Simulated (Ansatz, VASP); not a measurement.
# TaN: VASP beside Ansatz

```
CELL_PARAMETERS angstrom
0.00000 2.21132 2.21132
2.21132 0.00000 2.21132
2.21132 2.21132 0.00000
ATOMIC_POSITIONS crystal
Ta 0.50000 0.50000 0.50000
N 0.00000 0.00000 0.00000
```

Alike in both runs: task single point; functional PBE; k mesh 6 × 6 × 6; occupations fermi-dirac, width 0.03 eV; no spin polarisation.

|  | VASP | Ansatz |
| --- | --- | --- |
| version | VASP 6.6.1 | Ansatz 0.2.0 |
| potentials or method | VASP PAW PBE potentials, release 64 (Ta_pv, N), cutoff 520 eV | all-electron LAPW, scalar-relativistic |

|  | VASP | Ansatz | Ansatz less VASP |
| --- | --- | --- | --- |
| gap on the k mesh at the Fermi level (eV) | none | none | - |
| pressure (GPa) | 0.0 | -0.6 | -0.61 |

A gap of «none» marks a metal or a gap that the smearing closes. Ansatz ran all-electron here, and VASP with PAW potentials.

The k mesh is coarse, so the values compare programs but aren't converged. Neither program's run includes spin-orbit coupling. Noted on Ansatz's run: the k mesh is thin for a metal, which can move the energy by tens of meV per atom.
